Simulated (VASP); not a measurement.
Here is a VASP 6.6.1 calculation.

The input INCAR:

```
SYSTEM = Sr3NbZn
PREC = Accurate
ENCUT = 600
EDIFF = 1E-6
ISMEAR = 0
SIGMA = 0.1
LREAL = .False.
LASPH = .True.
NELM = 60
ALGO = Fast
ISIF = 3
LWAVE = .False.
LCHARG = .False.
GGA = PE
IBRION = 2
NSW = 90
EDIFFG = -0.04
```

Contents of KPOINTS:

```
Automatic mesh
0
Gamma
  4 4 4
  0 0 0
```

The input POSCAR:

```
Sr3NbZn
1.0
    4.9466919870      0.0000000000      0.0000000000
    0.0000000000      4.9466919870      0.0000000000
    0.0000000000      0.0000000000      4.9466919870
Sr Nb Zn
3 1 1
Direct
    0.0000000000      0.5000000000      0.5000000000
    0.5000000000      0.0000000000      0.5000000000
    0.5000000000      0.5000000000      0.0000000000
    0.0000000000      0.0000000000      0.0000000000
    0.5000000000      0.5000000000      0.5000000000
```

Potentials or basis: VASP PAW PBE potentials, release 64 (Sr_sv, Nb_sv, Zn).

Run with:

```sh
$ cat potpaw_PBE.64/Sr_sv/POTCAR potpaw_PBE.64/Nb_sv/POTCAR potpaw_PBE.64/Zn/POTCAR > POTCAR
$ mpirun -np 1 vasp_std > vasp.out
```

Estimate the relaxed volume.

39.91 Å³/atom.

Estimate the relaxed cell.

a = 5.844 Å, b = 5.844 Å, c = 5.844 Å, α = 90.00°, β = 90.00°, γ = 90.00°.

Estimate the space group after relaxing (to 0.1 Å).

Pm-3m (No. 221).

The path:
```csv
step,energy change (eV),largest force (eV/Å),pressure (GPa),volume (Å³)
1,0.0000,0.0000,26.46,121.04
2,-4.4308,0.0000,-1.29,205.45
3,-4.4539,0.0000,0.74,193.65
4,-4.4685,0.0000,0.24,197.76
5,-4.4706,0.0000,0.09,199.56
```

Caveat: the volume moved by over 15 % at a fixed basis, so the end points are rough.
